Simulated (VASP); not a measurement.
# TaN (P-6m2) in VASP: notebook

TaN is run at these levels: LDA; tasks: single point.

All numbers are computed with VASP 6.6.1; they aren't measurements. Logs are shortened: lines on timing, memory, paths and dates and some standing lists are left out, and cuts for length are marked.

## Step 1: The cell of the first run

It takes space group P-6m2 (No. 187, hexagonal). The conventional cell has a = 2.898 Å, b = 2.898 Å, c = 2.844 Å, α = 90.00°, β = 90.00°, γ = 120.00°. Ta (site symmetry -6m2) has 6 N at 2.20 Å and 8 Ta at 2.84 to 2.90 Å within 2.9 Å. Within 2.9 Å of N (site symmetry -6m2) lie 6 Ta at 2.20 Å and 8 N at 2.84 to 2.90 Å.

## Step 2: Single point, LDA

File INCAR:

```
ALGO = Normal ; EDIFF = 1E-7
ENCUT = 520 ; GGA = CA
ISIF = 2 ; ISMEAR = -1
LASPH = T ; LCHARG = F
LREAL = F ; LWAVE = F
NBANDS = 15 ; NELM = 60
PREC = Accurate ; SIGMA = 0.05
```

File KPOINTS:

```
k-points
0
Gamma
  10 10 9
```

File POSCAR:

```
TaN
1.0
    2.8982924298      0.0000000000      0.0000000000
   -1.4491462149      2.5099948717      0.0000000000
    0.0000000000      0.0000000000      2.8440357641
Ta N
1 1
Direct
    0.0000000000      0.0000000000      0.5000000000
    0.6666666667      0.3333333333      0.0000000000
```

Potentials or basis: VASP PAW LDA potentials, release 64 (Ta_pv, N).

Command:

```console
$ cat potpaw_LDA.64/Ta_pv/POTCAR potpaw_LDA.64/N/POTCAR > POTCAR
$ mpirun -np 1 vasp_std > vasp.out
```

OUTCAR:

```text
EDIFF = 1E-7
   ENCUT = 520
   GGA = CA
   ISIF = 2
   ISMEAR = -1
   LASPH = T
   LREAL = F
   NELM = 60
   PREC = Accurate

 ion  position               nearest neighbor table
   1  0.000  0.000  0.500-   2 2.20   2 2.20   2 2.20   2 2.20   2 2.20   2 2.20
   2  0.667  0.333  0.000-   1 2.20   1 2.20   1 2.20   1 2.20   1 2.20   1 2.20

  LATTYP: Found a hexagonal cell.
 ALAT       =     2.8982924298
 C/A-ratio  =     0.9812797821

  Lattice vectors:

 A1 = (   2.8982924298,   0.0000000000,   0.0000000000)
 A2 = (  -1.4491462149,   2.5099948717,   0.0000000000)
 A3 = (   0.0000000000,   0.0000000000,   2.8440357641)

Analysis of symmetry for initial positions (statically):
=====================================================================
 Subroutine PRICEL returns:
 Original cell was already a primitive cell.

 Routine SETGRP: Setting up the symmetry group for a
 hexagonal supercell.

 Subroutine GETGRP returns: Found 12 space group operations
 (whereof 12 operations were pure point group operations)
 out of a pool of 24 trial point group operations.

The static configuration has the point symmetry D_3h.

Analysis of symmetry for dynamics (positions and initial velocities):
=====================================================================
 Subroutine PRICEL returns:
 Original cell was already a primitive cell.

 Routine SETGRP: Setting up the symmetry group for a
 hexagonal supercell.

 Subroutine GETGRP returns: Found 12 space group operations
 (whereof 12 operations were pure point group operations)
 out of a pool of 24 trial point group operations.

The dynamic configuration has the point symmetry D_3h.

 Subroutine INISYM returns: Found 12 space group operations
 (whereof 12 operations are pure point group operations),
 and found     1 'primitive' translations

----------------------------------------------------------------------------------------

                                     Primitive cell

  volume of cell :      20.6895

  direct lattice vectors                    reciprocal lattice vectors
     2.898292430  0.000000000  0.000000000     0.345030746  0.199203594  0.000000000
    -1.449146215  2.509994872  0.000000000     0.000000000  0.398407189  0.000000000
     0.000000000  0.000000000  2.844035764     0.000000000  0.000000000  0.351613019

  length of vectors
     2.898292430  2.898292430  2.844035764     0.398407188  0.398407189  0.351613019

  position of ions in fractional coordinates (direct lattice)
     0.000000000  0.000000000  0.500000000
     0.666666667  0.333333333  0.000000000

  ion indices of the primitive-cell ions
   primitive index   ion index
                 1           1
                 2           2

----------------------------------------------------------------------------------------

 KPOINTS: k-points

Automatic generation of k-mesh.
 Grid dimensions read from file:
 generate k-points for:   10   10    9

 Generating k-lattice:

  Cartesian coordinates                     Fractional coordinates (reciprocal lattice)
     0.034503075  0.019920359  0.000000000     0.100000000  0.000000000  0.000000000
     0.000000000  0.039840719  0.000000000     0.000000000  0.100000000  0.000000000
     0.000000000  0.000000000  0.039068113     0.000000000  0.000000000  0.111111111

  Length of vectors
     0.039840719  0.039840719  0.039068113

  Shift w.r.t. Gamma in fractional coordinates (k-lattice)
     0.000000000  0.000000000  0.000000000

 Subroutine IBZKPT returns following result:
 ===========================================

 Found     70 irreducible k-points:

 Following reciprocal coordinates:
            Coordinates               Weight
  0.000000  0.000000  0.000000      1.000000
  0.100000  0.000000  0.000000      6.000000
  0.200000  0.000000  0.000000      6.000000
  0.300000  0.000000  0.000000      6.000000
  0.400000  0.000000  0.000000      6.000000
  0.500000  0.000000  0.000000      3.000000
[... 16 lines left out ...]
  0.300000  0.100000  0.111111     24.000000
  0.400000  0.100000  0.111111     24.000000
 [... further k-points ...]
   k-points           NKPTS =     70   k-points in BZ     NKDIM =     70   number of bands    NBANDS=     15
   number of dos      NEDOS =    301   number of ions     NIONS =      2
   total plane-waves  NPLWV =  13824
   dimension x,y,z NGX =    24 NGY =   24 NGZ =   24
   dimension x,y,z NGXF=    48 NGYF=   48 NGZF=   48
   ions per type =               1   1
   NGX,Y,Z   is equivalent  to a cutoff of  13.77, 13.77, 14.03 a.u.
   NGXF,Y,Z  is equivalent  to a cutoff of  27.53, 27.53, 28.06 a.u.
 SYSTEM =  unknown system
   PREC   = accura    normal or accurate (medium, high low for compatibility)
   ISTART =      0    job   : 0-new  1-cont  2-samecut
   ICHARG =      2    charge: 1-file 2-atom 10-const
   ISPIN  =      1    spin polarized calculation?
   LNONCOLLINEAR =      F non collinear calculations
   LSORBIT =      F    spin-orbit coupling
   LASPH  =      T    aspherical Exc in radial PAW
   ENCUT  =  520.0 eV  38.22 Ry    6.18 a.u.   5.39  5.39  5.29*2*pi/ulx,y,z
   NELM   =     60;   NELMIN=  2; NELMDL= -5     # of ELM steps
   EDIFF  = 0.1E-06   stopping-criterion for ELM
   LREAL  =      F    real-space projection
   EDIFFG = 0.1E-05   stopping-criterion for IOM
   NSW    =      0    number of steps for IOM
   IBRION =     -1    ionic relax: 0-MD 1-quasi-New 2-CG
   NFREE  =      0    steps in history (QN), initial steepest desc. (CG)
   ISIF   =      2    stress and relaxation
   ISYM   =      2    0-nonsym 1-usesym 2-fastsym
   POTIM  = 0.5000    time-step for ionic-motion
   TEBEG  =    0.0;   TEEND  =   0.0 temperature during run
   PSTRESS=    0.0 pullay stress
   NELECT =      16.0000    total number of electrons
   NUPDOWN=      -1.0000    fix difference up-down
   EMIN   =  10.00;   EMAX   =-10.00  energy-range for DOS
   EFERMI =   0.00;   METHOD = LEGACY
   ISMEAR =    -1;   SIGMA  =   0.05  broadening in eV -4-tet -1-fermi 0-gaus
   EFERMI_NEDOS =   21; number of points for ismear=-14 and -15
   IALGO  =     38    algorithm
   IMIX   =      4    mixing-type and parameters
     AMIX     =   0.40;   BMIX     =  1.00
     AMIX_MAG =   1.60;   BMIX_MAG =  1.00
  volume/ion in A,a.u.               =      10.34        69.81
  Fermi-wavevector in a.u.,A,eV,Ry     =   1.502674  2.839642 30.722355  2.258029
  Thomas-Fermi vector in A             =   2.613884
   LORBIT       =      0    0 simple, 1 ext, 2 COOP (PROOUT), +10 PAW based schemes
   GGA     = CA    functional components
   LHFCALC =     F    Hartree Fock is set to
   AEXX    =    0.0000 exact exchange contribution
   IVDW    =     0    specifies the selected vdW correction
   LEPSILON=     F    determine dielectric tensor
   LRPA    =     F    only Hartree local field effects (RPA)
 non-spin polarized calculation
  energy-cutoff  :      520.00
  volume of cell :       20.69
 maximum number of plane-waves:       580
 NGX is ok and might be reduce to    24
   NGX = 11   NGY = 11   NGZ = 11

 number of electron      16.0000000 magnetization

 Free energy of the ion-electron system (eV)
  ---------------------------------------------------
  ext. energy  EPLUGINS =         0.00000000
  ---------------------------------------------------
  free energy    TOTEN  =       -24.71388655 eV

  energy without entropy =      -24.71356522  energy(sigma->0) =      -24.71372589

 E-fermi :   8.5798     XC(G=0): -13.8032

 val. band max:        8.4425048640   @ k =   0.0000   0.0000   0.4444
 cond. band min:       8.7424569096   @ k =   0.0000   0.0000   0.3333
 fundamental gap:      0.2999520456
 Fermi energy:         8.5797594702

 k-point     1 :       0.0000    0.0000    0.0000
  band No.  band energies     occupation
      1     -25.9682      2.00000
      2     -25.6792      2.00000
      3     -25.6792      2.00000
      4      -9.2978      2.00000
      5       3.8231      2.00000
      6       3.8231      2.00000
      7       4.1564      2.00000
      8       5.6313      2.00000
      9      11.2298      0.00000
     10      12.3224      0.00000
     11      12.3224      0.00000
     12      12.7190      0.00000
     13      12.7190      0.00000
     14      21.0826      0.00000
     15      22.0502      0.00000

 k-point     2 :       0.1000    0.0000    0.0000
  band No.  band energies     occupation
      1     -25.9520      2.00000
      2     -25.8061      2.00000
      3     -25.7060      2.00000
      4      -9.0717      2.00000
      5       3.2261      2.00000
      6       3.9931      2.00000
      7       4.4644      2.00000
      8       5.3138      2.00000
      9      11.8469      0.00000
     10      12.0059      0.00000
     11      12.3554      0.00000
     12      12.6060      0.00000
     13      13.0032      0.00000
     14      21.0844      0.00000
     15      21.9890      0.00000

 k-point     3 :       0.2000    0.0000    0.0000
  band No.  band energies     occupation
      1     -26.1259      2.00000
      2     -25.9093      2.00000
      3     -25.7753      2.00000
      4      -8.4742      2.00000
      5       2.0977      2.00000
      6       4.4212      2.00000
      7       4.5982      2.00000
      8       5.0748      2.00000
      9      11.0411      0.00000
     10      12.3233      0.00000
     11      12.5440      0.00000
     12      13.5451      0.00000
     13      13.5718      0.00000
     14      21.0892      0.00000
     15      21.9693      0.00000

 k-point     4 :       0.3000    0.0000    0.0000
  band No.  band energies     occupation
      1     -26.4993      2.00000
      2     -25.8597      2.00000
      3     -25.8560      2.00000
      4      -7.7111      2.00000
      5       1.0451      2.00000
      6       3.8620      2.00000
      7       4.9020      2.00000
      8       5.3932      2.00000
      9      10.9789      0.00000
     10      11.9973      0.00000
     11      13.0387      0.00000
     12      13.8935      0.00000
     13      15.0021      0.00000
     14      21.0940      0.00000
     15      22.3377      0.00000
[... 307 lines left out ...]
 k-point    22 :       0.2000    0.1000    0.1111
  band No.  band energies     occupation
      1     -26.3274      2.00000
      2     -25.9987      2.00000
      3     -25.8499      2.00000
      4      -7.8232      2.00000
      5       1.6136      2.00000
      6       3.3929      2.00000
      7       4.5275      2.00000
      8       6.0046      2.00000
      9      10.2989      0.00000
     10      11.6843      0.00000
     11      13.2636      0.00000
     12      13.9256      0.00000
     13      15.5020      0.00000
     14      21.0894      0.00000
     15      21.7590      0.00000

 k-point    23 :       0.3000    0.1000    0.1111
  band No.  band energies     occupation
      1     -26.6293      2.00000
      2     -25.9505      2.00000
      3     -25.9435      2.00000
      4      -7.1943      2.00000
      5       0.7781      2.00000
      6       3.1335      2.00000
      7       4.4668      2.00000
      8       6.2080      2.00000
      9      10.5440      0.00000
     10      12.0194      0.00000
     11      13.3986      0.00000
     12      14.4298      0.00000
     13      16.7842      0.00000
     14      21.0919      0.00000
     15      22.1157      0.00000

 k-point    24 :       0.4000    0.1000    0.1111
  band No.  band energies     occupation
      1     -26.8095      2.00000
      2     -26.0078      2.00000
      3     -25.9129      2.00000
      4      -6.7898      2.00000
      5       0.3057      2.00000
      6       2.9843      2.00000
      7       4.3015      2.00000
      8       6.1979      2.00000
      9      11.2404      0.00000
     10      12.3408      0.00000
     11      13.3775      0.00000
     12      14.6320      0.00000
     13      18.0684      0.00000
     14      20.8971      0.00000
     15      21.1918      0.00000

 [... further k-points ...]
[... 5 lines left out ...]
  --------------------------------------------------------------------------------------
  -------------------------------------------------------------------------------------
  Total        0.6713723      0.6713723      0.7231936      0.0000000     -0.0000000      0.0000000
  in kB       51.9904873     51.9904872     56.0034844      0.0000000     -0.0000000      0.0000000
  external PRESSURE =      53.3281530 kB  Pullay stress =       0.0000000 kB

 VOLUME and BASIS-vectors are now :
 -----------------------------------------------------------------------------
  energy-cutoff  :      520.00
  volume of cell :       20.69
      direct lattice vectors                 reciprocal lattice vectors
     2.898292430  0.000000000  0.000000000     0.345030746  0.199203594  0.000000000
    -1.449146215  2.509994872  0.000000000     0.000000000  0.398407189  0.000000000
     0.000000000  0.000000000  2.844035764     0.000000000  0.000000000  0.351613019

 POSITION                                       TOTAL-FORCE (eV/Angst)
 -----------------------------------------------------------------------------------
      0.00000      0.00000      1.42202         0.000000     -0.000000      0.000000
      1.44915      0.83666      0.00000        -0.000000      0.000000      0.000000
 -----------------------------------------------------------------------------------
    total drift:                               -0.000000      0.000000      0.000000

  FREE ENERGIE OF THE ION-ELECTRON SYSTEM (eV)
  ---------------------------------------------------
  free  energy   TOTEN  =       -24.7138865541 eV

  energy  without entropy=      -24.7135652196  energy(sigma->0) =      -24.71372589
```

Wall time 8.4 s (1 thread of Intel Xeon Platinum 8488C (Sapphire Rapids), shared host); peak memory 0.14 GiB.

Results:

| Quantity | Value |
| --- | --- |
| Free energy | -24.7139 eV |
| Pressure | 5.3 GPa |
| Band gap on the k mesh | zero (band 8 reaches 8.74 eV, above the bottom of band 9 at 8.44 eV) |

Stress tensor (GPa, compression positive):
```
5.20 0.00 0.00
0.00 5.20 0.00
0.00 0.00 5.60
```

Caveat: spin-orbit coupling is left out, which moves the levels of the heavy elements.

## Step 3: Single point, LDA

This run uses another cell than the first one, of 10.78 Å³/atom, 1.042 times its volume.

File INCAR:

```
PREC     = Accurate       # precision mode
ENCUT    = 520            # plane-wave cutoff, eV
EDIFF    = 1E-6           # SCF threshold, eV
ISMEAR   = -1             # smearing method
SIGMA    = 0.05           # smearing width, eV
LREAL    = False          # projectors in reciprocal space
LASPH    = True           # aspherical terms in the spheres
NELM     = 100            # most SCF steps
ALGO     = Normal         # electronic algorithm
ISIF     = 2              # what is computed and relaxed
LWAVE    = False          # write WAVECAR
LCHARG   = True           # write CHGCAR
LELF     = True           # ELF
LVHAR    = True         
NBANDS   = 15             # bands
```

File KPOINTS:

```
regular mesh
0
Gamma
  10 10 9
```

File POSCAR:

```
TaN
1.0
    2.9380000000      0.0000000000      0.0000000000
   -1.4690000000      2.5443826363      0.0000000000
    0.0000000000      0.0000000000      2.8830000000
Ta N
1 1
Direct
    0.0000000000      0.0000000000      0.5000000000
    0.6666666667      0.3333333333      0.0000000000
```

Potentials or basis: VASP PAW LDA potentials, release 64 (Ta_pv, N).

Command:

```console
$ cat potpaw_LDA.64/Ta_pv/POTCAR potpaw_LDA.64/N/POTCAR > POTCAR
$ mpirun -np 1 vasp_std > vasp.out
```

Wall time 8.4 s (1 thread of Intel Xeon Platinum 8488C (Sapphire Rapids), shared host); peak memory 0.14 GiB.

It converged, with:

```yaml
Free_energy: -24.7011 eV
Pressure: -9.8 GPa
Band_gap_on_the_k_mesh: zero (band 8 reaches 8.30 eV, above the bottom of band 9 at 8.01 eV)
```

Stress tensor (GPa, compression positive):
```
 -9.33   0.00   0.00
  0.00  -9.33   0.00
  0.00   0.00 -10.74
```

Levels at points of the mesh, in eV from the Fermi level:
```
           k point  band 6  band 7  band 8  band 9  band 10  band 11
(0.00, 0.00, 0.00)   -4.58   -4.23   -2.90    2.34     3.55     3.55
(0.50, 0.00, 0.00)   -5.22   -3.51   -3.16    2.91     4.00     5.15
```

Caveat: spin-orbit coupling is left out, which moves the levels of the heavy elements.
